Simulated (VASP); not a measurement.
# Be16H (a cell with a defect) in VASP: a series of runs

Runs on Be16H (a cell with a defect). Level: LDA. Tasks: single point.

Everything below comes from runs of VASP 6.6.1. Logs are shortened: lines on timing, memory, paths and dates and some standing lists are left out, and cuts for length are marked.

### Step 1. The cell of the first run

The cell holds a defect, 17 atoms: a = 4.580 Å, b = 3.966 Å, c = 7.177 Å, α = 90.00°, β = 90.00°, γ = 90.00°.

### Step 2. Single point, LDA

The input, INCAR:

```
SYSTEM = Be16H
PREC = Accurate ; ENCUT = 520
EDIFF = 1E-7 ; ISMEAR = 0
SIGMA = 0.15 ; LREAL = Auto
LASPH = .True. ; NELM = 80
ALGO = Normal ; ISIF = 2
LWAVE = .False. ; LCHARG = .True.
GGA = CA ; LELF = .True.
LVHAR = .True. ; NBANDS = 30
```

The input, KPOINTS:

```
regular mesh
0
Gamma
  4 4 3
  0 0 0
```

The input, POSCAR:

```
Be16H
1.0
   -2.2900000000     -3.9663960000      0.0000000000
    3.4350000000     -1.9831980000      0.0000000000
    0.0000000000      0.0000000000      7.1768600000
Be H
16 1
Direct
    0.7494278354      0.5006039412     -0.0051488652
    0.4769347039      0.3193936455      0.2502390010
    0.7496041979      0.5007671727      0.5037240345
    0.4988547920      0.3338007781      0.7508848888
    0.4988961178      0.0000035835      0.0020928786
    0.2494757986      0.8209680521      0.2525400478
    0.4972948151      0.0000200310      0.5027614311
    0.2495782199      0.8324009778      0.7523251366
    0.2494764311      0.4992125624      0.0003493574
    0.0222216252      0.3191750764      0.2502194274
    0.2495599778      0.4990783856      0.5033249897
    0.0002777650      0.3337386624      0.7509341223
   -0.0000776094     -0.0000854937      0.0020733188
    0.7494533815      0.8674310664      0.2510414813
    0.0018611970      0.0000040357      0.5027532062
    0.7495429167      0.8367383872      0.7515753689
    0.7496547345      0.5019959356      0.2774394747
```

Potentials or basis: VASP PAW LDA potentials, release 64 (Be, H).

The run is started by

```sh
> cat potpaw_LDA.64/Be/POTCAR potpaw_LDA.64/H/POTCAR > POTCAR
> mpirun -np 1 vasp_std > vasp.out
```

OUTCAR:

```text
SYSTEM = Be16H
   PREC = Accurate
   ENCUT = 520
   EDIFF = 1E-7
   ISMEAR = 0
   LREAL = Auto
   LASPH = .True.
   NELM = 80
   ISIF = 2
   GGA = CA

 ion  position               nearest neighbor table
   1  0.749  0.501  0.995-   4 2.20  12 2.20  16 2.20  13 2.29   5 2.29   9 2.29   9 2.29   5 2.29
                            13 2.29   2 2.33  10 2.33  14 2.34
   2  0.477  0.319  0.250-  17 1.46  10 2.08  14 2.18   5 2.19   9 2.19  11 2.21   7 2.21   6 2.23
                             6 2.25   3 2.32   1 2.33
   3  0.750  0.501  0.504-  17 1.62   4 2.21  12 2.21  16 2.22  11 2.29  11 2.29  15 2.29   7 2.29
                            15 2.30   7 2.30   2 2.32  10 2.32  14 2.32
   4  0.499  0.334  0.751-   1 2.20  11 2.21   3 2.21   7 2.22   9 2.22   5 2.24  16 2.28  12 2.28
                             8 2.28   8 2.29  12 2.30  16 2.30
   5  0.499  0.000  0.002-  14 2.19   2 2.19   8 2.23  16 2.23   4 2.24   6 2.24  13 2.29   9 2.29
                             1 2.29   9 2.29   1 2.29  13 2.29
   6  0.249  0.821  0.253-  11 2.21   9 2.21  10 2.23   2 2.23  15 2.24   7 2.24   5 2.24  13 2.25
                             2 2.25  10 2.25  14 2.30  14 2.30
   7  0.497  0.000  0.503-  14 2.21   2 2.21   4 2.22   8 2.22  16 2.22   6 2.24  15 2.27  11 2.28
                            11 2.29   3 2.29   3 2.30  15 2.31
   8  0.250  0.832  0.752-   9 2.22   7 2.22  15 2.22  11 2.22   5 2.23  13 2.23   4 2.28  12 2.28
                            16 2.29  16 2.29  12 2.29   4 2.29
   9  0.249  0.499  0.000-  10 2.19   2 2.19   6 2.21   8 2.22  12 2.22   4 2.22   5 2.29  13 2.29
                             1 2.29   1 2.29  13 2.29   5 2.29
  10  0.022  0.319  0.250-  17 1.46   2 2.08  14 2.18  13 2.19   9 2.19  11 2.21  15 2.21   6 2.23
                             6 2.25   3 2.32   1 2.33
  11  0.250  0.499  0.503-   6 2.21   4 2.21  12 2.21   2 2.21  10 2.21   8 2.22  15 2.28   7 2.28
                            15 2.29   7 2.29   3 2.29   3 2.29
  12  0.000  0.334  0.751-   1 2.20  11 2.21   3 2.21  15 2.22   9 2.22  13 2.24  16 2.28   4 2.28
                             8 2.28   8 2.29   4 2.30  16 2.30
  13  1.000  1.000  0.002-  14 2.19  10 2.19   8 2.23  16 2.23  12 2.24   6 2.25   5 2.29   9 2.29
                             1 2.29   9 2.29   1 2.29   5 2.29
  14  0.749  0.867  0.251-  17 1.46  10 2.18   2 2.18  13 2.19   5 2.19   7 2.21  15 2.21   6 2.30
                             6 2.30   3 2.32   1 2.34
  15  0.002  0.000  0.503-  14 2.21  10 2.21  12 2.22   8 2.22  16 2.22   6 2.24   7 2.27  11 2.28
                            11 2.29   3 2.29   3 2.30   7 2.31
  16  0.750  0.837  0.752-   1 2.20   3 2.22   7 2.22  15 2.22  13 2.23   5 2.23  12 2.28   4 2.28
                             8 2.29   8 2.29   4 2.30  12 2.30
  17  0.750  0.502  0.277-  10 1.46   2 1.46  14 1.46   3 1.62

  LATTYP: Found a simple orthorhombic cell.
 ALAT       =     3.9663962620
 B/A-ratio  =     1.1547004875
 C/A-ratio  =     1.8094157835

  Lattice vectors:

 A1 = (  -3.4350000000,   1.9831980000,   0.0000000000)
 A2 = (  -2.2900000000,  -3.9663960000,   0.0000000000)
 A3 = (   0.0000000000,   0.0000000000,   7.1768600000)

Analysis of symmetry for initial positions (statically):
=====================================================================
 Subroutine PRICEL returns:
 Original cell was already a primitive cell.

 Routine SETGRP: Setting up the symmetry group for a
 simple orthorhombic supercell.

 Subroutine GETGRP returns: Found  1 space group operations
 (whereof  1 operations were pure point group operations)
 out of a pool of  8 trial point group operations.

The static configuration has the point symmetry C_1 .

Analysis of symmetry for dynamics (positions and initial velocities):
=====================================================================
 Subroutine PRICEL returns:
 Original cell was already a primitive cell.

 Routine SETGRP: Setting up the symmetry group for a
 simple orthorhombic supercell.

 Subroutine GETGRP returns: Found  1 space group operations
 (whereof  1 operations were pure point group operations)
 out of a pool of  8 trial point group operations.

The dynamic configuration has the point symmetry C_1 .

 Subroutine INISYM returns: Found  1 space group operations
 (whereof  1 operations are pure point group operations),
 and found     1 'primitive' translations

----------------------------------------------------------------------------------------

                                     Primitive cell

  volume of cell :     130.3755

  direct lattice vectors                    reciprocal lattice vectors
[... 58 lines left out ...]
     0.054585153 -0.031514755  0.000000000     0.000000000  0.250000000  0.000000000
     0.000000000  0.000000000  0.046445567     0.000000000  0.000000000  0.333333333

  Length of vectors
     0.054585156  0.063029507  0.046445567

  Shift w.r.t. Gamma in fractional coordinates (k-lattice)
     0.000000000  0.000000000  0.000000000

 Subroutine IBZKPT returns following result:
 ===========================================

 Found     26 irreducible k-points:

 Following reciprocal coordinates:
            Coordinates               Weight
  0.000000  0.000000  0.000000      1.000000
  0.250000  0.000000  0.000000      2.000000
  0.500000  0.000000  0.000000      1.000000
  0.000000  0.250000  0.000000      2.000000
  0.250000  0.250000  0.000000      2.000000
 -0.250000  0.250000  0.000000      2.000000
[... 16 lines left out ...]
  0.000000  0.500000  0.333333      2.000000
  0.250000  0.500000  0.333333      2.000000
 [... further k-points ...]
   k-points           NKPTS =     26   k-points in BZ     NKDIM =     26   number of bands    NBANDS=     30
   number of dos      NEDOS =    301   number of ions     NIONS =     17
   total plane-waves  NPLWV =  58320
   dimension x,y,z NGX =    36 NGY =   30 NGZ =   54
   dimension x,y,z NGXF=    72 NGYF=   60 NGZF=  108
   ions per type =              16   1
   NGX,Y,Z   is equivalent  to a cutoff of  13.07, 12.57, 12.51 a.u.
   NGXF,Y,Z  is equivalent  to a cutoff of  26.13, 25.15, 25.02 a.u.
 SYSTEM =  Be16H
   PREC   = accura    normal or accurate (medium, high low for compatibility)
   ISTART =      0    job   : 0-new  1-cont  2-samecut
   ICHARG =      2    charge: 1-file 2-atom 10-const
   ISPIN  =      1    spin polarized calculation?
   LNONCOLLINEAR =      F non collinear calculations
   LSORBIT =      F    spin-orbit coupling
   LASPH  =      T    aspherical Exc in radial PAW
   ENCUT  =  520.0 eV  38.22 Ry    6.18 a.u.   8.52  7.37 13.34*2*pi/ulx,y,z
   NELM   =     80;   NELMIN=  2; NELMDL= -5     # of ELM steps
   EDIFF  = 0.1E-06   stopping-criterion for ELM
   LREAL  =      T    real-space projection
   EDIFFG = 0.1E-05   stopping-criterion for IOM
   NSW    =      0    number of steps for IOM
   IBRION =     -1    ionic relax: 0-MD 1-quasi-New 2-CG
   NFREE  =      0    steps in history (QN), initial steepest desc. (CG)
   ISIF   =      2    stress and relaxation
   ISYM   =      2    0-nonsym 1-usesym 2-fastsym
   POTIM  = 0.5000    time-step for ionic-motion
   TEBEG  =    0.0;   TEEND  =   0.0 temperature during run
   PSTRESS=    0.0 pullay stress
   NELECT =      33.0000    total number of electrons
   NUPDOWN=      -1.0000    fix difference up-down
   EMIN   =  10.00;   EMAX   =-10.00  energy-range for DOS
   EFERMI =   0.00;   METHOD = LEGACY
   ISMEAR =     0;   SIGMA  =   0.15  broadening in eV -4-tet -1-fermi 0-gaus
   EFERMI_NEDOS =   21; number of points for ismear=-14 and -15
   IALGO  =     38    algorithm
   IMIX   =      4    mixing-type and parameters
     AMIX     =   0.40;   BMIX     =  1.00
     AMIX_MAG =   1.60;   BMIX_MAG =  1.00
  volume/ion in A,a.u.               =       7.67        51.75
  Fermi-wavevector in a.u.,A,eV,Ry     =   1.035573  1.956950 14.591049  1.072412
  Thomas-Fermi vector in A             =   2.169923
   LORBIT       =      0    0 simple, 1 ext, 2 COOP (PROOUT), +10 PAW based schemes
   GGA     = CA    functional components
   LHFCALC =     F    Hartree Fock is set to
   AEXX    =    0.0000 exact exchange contribution
   IVDW    =     0    specifies the selected vdW correction
   LEPSILON=     F    determine dielectric tensor
   LRPA    =     F    only Hartree local field effects (RPA)
 non-spin polarized calculation
 Gauss-broadening in eV      SIGMA  =   0.15
  energy-cutoff  :      520.00
  volume of cell :      130.38
 maximum number of plane-waves:      3529
 NGX is ok and might be reduce to    36
   NGX = 17   NGY = 15   NGZ = 27

 number of electron      33.0000000 magnetization

 Free energy of the ion-electron system (eV)
  ---------------------------------------------------
  ext. energy  EPLUGINS =         0.00000000
  ---------------------------------------------------
  free energy    TOTEN  =       -69.13196104 eV

  energy without entropy =      -69.11416494  energy(sigma->0) =      -69.12306299

 E-fermi :   7.2193     XC(G=0): -10.5978

 val. band max:        7.1819337269   @ k =   0.5000   0.2500   0.0000
 cond. band min:       7.2304415405   @ k =   0.0000   0.2500   0.0000
 fundamental gap:      0.0485078136
 Fermi energy:         7.2192595373

 k-point     1 :       0.0000    0.0000    0.0000
  band No.  band energies     occupation
      1      -5.2430      2.00000
      2      -3.0774      2.00000
      3      -2.3212      2.00000
      4      -0.4701      2.00000
      5       0.7821      2.00000
      6       1.3472      2.00000
[... 733 lines left out ...]
     27      12.6947      0.00000
     28      12.9914      0.00000

 [... further k-points ...]

 [bands above 28 left out]

------------------------ aborting loop because EDIFF is reached ----------------------------------------

  FORCE on cell =-STRESS in cart. coord.  units (eV):
  Direction    XX          YY          ZZ          XY          YZ          ZX
  --------------------------------------------------------------------------------------
  -------------------------------------------------------------------------------------
  Total       -3.7298645     -3.5366294     -3.6760596      0.1680763      0.0103381     -0.0173866
  in kB      -45.8360952    -43.4614400    -45.1748904      2.0654802      0.1270446     -0.2136624
  external PRESSURE =     -44.8241418 kB  Pullay stress =       0.0000000 kB

 VOLUME and BASIS-vectors are now :
 -----------------------------------------------------------------------------
  energy-cutoff  :      520.00
  volume of cell :      130.38
      direct lattice vectors                 reciprocal lattice vectors
    -2.290000000 -3.966396000  0.000000000    -0.109170306 -0.189088533  0.000000000
     3.435000000 -1.983198000  0.000000000     0.218340611 -0.126059022  0.000000000
     0.000000000  0.000000000  7.176860000     0.000000000  0.000000000  0.139336702

 POSITION                                       TOTAL-FORCE (eV/Angst)
 -----------------------------------------------------------------------------------
      0.00338     -3.96532      7.13991        -0.001244     -0.001752     -0.001914
      0.00494     -2.52513      1.79593         0.010016      0.005144     -0.002191
      0.00354     -3.96635      3.61516        -0.002398      0.002438      0.003981
      0.00423     -2.64065      5.38900         0.000630     -0.004799     -0.000124
     -1.14246     -1.97883      0.01502        -0.004780     -0.005686     -0.001648
      2.24873     -2.61766      1.81244        -0.007149      0.002950     -0.012397
[... 9 lines left out ...]
      1.15774     -4.63240      5.39395         0.000990      0.000000      0.002357
      0.00765     -3.96898      1.99114        -0.000112      0.002144      0.007298
 -----------------------------------------------------------------------------------
    total drift:                               -0.000121     -0.000877     -0.000325

  FREE ENERGIE OF THE ION-ELECTRON SYSTEM (eV)
  ---------------------------------------------------
  free  energy   TOTEN  =       -69.1319610412 eV

  energy  without entropy=      -69.1141649405  energy(sigma->0) =      -69.12306299
```

It took 4 min on 1 thread of Intel Xeon 8259CL, shared host; peak memory 0.23 GiB.

What came out:

```
Free energy            : -69.1320 eV
Pressure               : -4.5 GPa
Largest force          : 0.015 eV/Å
Band gap on the k mesh : zero (an odd number of electrons rules out a gap without spin polarisation)
```

Forces on the atoms (eV/Å):
```
Be  -0.001 -0.002 -0.002
Be   0.010  0.005 -0.002
Be  -0.002  0.002  0.004
Be   0.001 -0.005  0.000
Be  -0.005 -0.006 -0.002
Be  -0.007  0.003 -0.012
Be   0.001  0.004  0.003
Be   0.007 -0.002  0.007
Be  -0.001  0.000  0.002
Be   0.003 -0.012 -0.002
Be   0.000  0.000  0.000
Be   0.006  0.003 -0.002
Be   0.001  0.002 -0.001
Be  -0.011  0.005 -0.006
Be  -0.002  0.000  0.004
Be   0.001  0.000  0.002
H    0.000  0.002  0.007
```

Stress tensor (GPa, compression positive):
```
-4.58  0.21 -0.02
 0.21 -4.35  0.01
-0.02  0.01 -4.52
```

Levels at points of the mesh, in eV from the Fermi level:
```
           k point  band 13  band 14  band 15  band 16  band 17  band 18  band 19  band 20
(0.00, 0.00, 0.00)    -4.11    -3.74    -0.86     0.05     0.35     0.52     0.86     0.98
(0.50, 0.00, 0.00)    -2.52    -2.48    -2.43    -2.40    -0.39    -0.10     0.33     0.42
(0.00, 0.50, 0.00)    -3.81    -3.71    -2.78    -2.63    -0.16     0.61     0.64     0.77
(0.50, 0.50, 0.00)    -1.33    -1.14    -1.03    -0.90    -0.52     0.27     0.44     0.52
```

Caveat: the k points lie up to 0.40 Å⁻¹ apart, too coarse for converged energies and pressures of a metal.

### Step 3. Single point, LDA

The input, INCAR:

```
PREC     = Accurate       # precision mode
ENCUT    = 520            # plane-wave cutoff, eV
EDIFF    = 1E-6           # SCF threshold, eV
ISMEAR   = 0              # smearing method
SIGMA    = 0.15           # smearing width, eV
LREAL    = Auto         
LASPH    = T              # aspherical terms in the spheres
NELM     = 80             # most SCF steps
ALGO     = Normal         # electronic algorithm
ISIF     = 2              # what is computed and relaxed
LWAVE    = F              # write WAVECAR
LCHARG   = F              # write CHGCAR
NBANDS   = 30             # bands
```

The input, KPOINTS:

```
regular mesh
0
Gamma
  4 4 3
```

The input, POSCAR:

```
Be16H
1.0
   -2.2900000000     -3.9663960000      0.0000000000
    3.4350000000     -1.9831980000      0.0000000000
    0.0000000000      0.0000000000      7.1768600000
Be H
16 1
Direct
    0.7503465659      0.4987488704     -0.0019306036
    0.4996545395      0.3316597588      0.2452134842
    0.7725492270      0.5128989778      0.4989353732
    0.4994633547      0.3319591872      0.7542637821
    0.4995609736     -0.0041558331     -0.0025279369
    0.2473502746      0.8323112243      0.2463260984
    0.4996755935     -0.0346960193      0.4981216920
    0.2490603560      0.8324443309      0.7470930048
    0.2487787378      0.4986277702     -0.0019346511
   -0.0003271738      0.3331690041      0.2457828320
    0.2268873070      0.5129522352      0.4989337433
   -0.0005120151      0.3329186074      0.7487314758
   -0.0004352287      0.0001210010     -0.0032778961
    0.7519788949      0.8323099601      0.2463508437
   -0.0002760602      0.0112803559      0.4966890008
    0.7498786430      0.8324329693      0.7470820074
    0.4997398603      0.3306668597      0.4722186098
```

Potentials or basis: VASP PAW LDA potentials, release 64 (Be, H).

The run is started by

```sh
> cat potpaw_LDA.64/Be/POTCAR potpaw_LDA.64/H/POTCAR > POTCAR
> mpirun -np 1 vasp_std > vasp.out
```

Run time: 3.3 min. Hardware: 1 thread of Intel Xeon 8259CL, shared host; peak memory 0.23 GiB.

The run converged. Its results:

| Item | Value |
| --- | --- |
| Free energy | -69.1319 eV |
| Pressure | -4.5 GPa |
| Largest force | 0.014 eV/Å |
| Band gap on the k mesh | zero (an odd number of electrons rules out a gap without spin polarisation) |

Forces in eV/Å, atoms in the order of the input:
```
Be  -0.002  0.008  0.007
Be   0.004 -0.002  0.005
Be   0.001  0.001 -0.002
Be  -0.004 -0.001 -0.003
Be  -0.004  0.002  0.000
Be   0.002 -0.001  0.000
Be   0.000  0.001  0.003
Be  -0.001 -0.002 -0.002
Be  -0.006 -0.005  0.007
Be   0.002  0.000 -0.001
Be  -0.001  0.003 -0.002
Be   0.006 -0.006  0.000
Be  -0.009  0.006 -0.003
Be   0.003 -0.001 -0.001
Be   0.009 -0.002  0.006
Be  -0.001 -0.003 -0.001
H    0.002  0.002 -0.014
```

Stress tensor (GPa, compression positive):
```
-4.59  0.23 -0.02
 0.23 -4.34  0.01
-0.02  0.01 -4.52
```

Levels at points of the mesh, in eV from the Fermi level:
| k point | band 13 | band 14 | band 15 | band 16 | band 17 | band 18 | band 19 | band 20 |
| --- | --- | --- | --- | --- | --- | --- | --- | --- |
| (0.00, 0.00, 0.00) | -4.11 | -3.75 | -0.86 | 0.05 | 0.35 | 0.52 | 0.86 | 0.98 |
| (0.50, 0.00, 0.00) | -2.52 | -2.48 | -2.43 | -2.40 | -0.38 | -0.10 | 0.33 | 0.42 |
| (0.00, 0.50, 0.00) | -3.81 | -3.71 | -2.78 | -2.63 | -0.16 | 0.61 | 0.64 | 0.77 |
| (0.50, 0.50, 0.00) | -1.32 | -1.14 | -1.03 | -0.91 | -0.53 | 0.26 | 0.44 | 0.52 |

Caveat: the k points lie up to 0.40 Å⁻¹ apart, too coarse for converged energies and pressures of a metal.

[end of part 1 of 2]
